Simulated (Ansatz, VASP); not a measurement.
**Two plane-wave programs on Ca**

Contents of INCAR:

```
  ALGO = Normal
  EDIFF = 1E-6
  ENCUT = 500
  GGA = PE
  GGA_COMPAT = False
  ISIF = 2
  ISMEAR = 0
  LASPH = True
  LCHARG = False
  LREAL = False
  LWAVE = False
  NBANDS = 17
  NELM = 120
  PREC = Accurate
  SIGMA = 0.1
```

KPOINTS

```
k-points
0
Gamma
  12 12 8
```

File POSCAR:

```
Ca
1.0
    4.0059889175      0.0000000000      0.0000000000
   -2.0029944587      3.4692881698      0.0000000000
    0.0000000000      0.0000000000      6.1713756000
Ca
2
Direct
    0.3333333333      0.6666666667      0.2500000000
    0.6666666667      0.3333333333      0.7500000000
```

Input for Ansatz:

```yaml
crystal:
  lattice:
    - [4.0059889175, 0.0, 0.0]
    - [-2.0029944587, 3.4692881698, 0.0]
    - [0.0, 0.0, 6.1713756]
  atoms:
    - { symbol: Ca, position: [0.3333333333, 0.6666666667, 0.25] }
    - { symbol: Ca, position: [0.6666666667, 0.3333333333, 0.75] }
basis:
  ecutwfc: 420
kpoints:
  mp_grid: { grid: [12, 12, 8] }
hamiltonian:
  xc: pbe
scf:
  occupations: { method: gaussian, width: 0.1 }
output:
  forces: true
  stress: true
  eigenvalues: true
```

Alike in both runs: task single point; functional PBE; k mesh 12 × 12 × 8; occupations gaussian, width 0.1 eV; no spin polarisation.

|  | VASP | Ansatz |
| --- | --- | --- |
| version | VASP 6.6.1 | Ansatz 0.2.0 |
| potentials or method | VASP PAW PBE potentials, release 64 (Ca_sv), cutoff 500 eV | scalar-relativistic, plane waves, PAW |
| valence electrons in the cell | 20 | 20 |

|  | VASP | Ansatz | Ansatz less VASP |
| --- | --- | --- | --- |
| gap on the k mesh at the Fermi level (eV) | none | none | - |
| pressure (GPa) | -0.1 | -0.1 | -0.01 |
| traceless stress, the component that is largest in VASP (GPa) | 1.14 | 1.14 | -0.001 |

A gap of «none» marks a metal or a gap that the smearing closes. With one functional, cell and mesh, what is left measures potentials, basis and numerics.
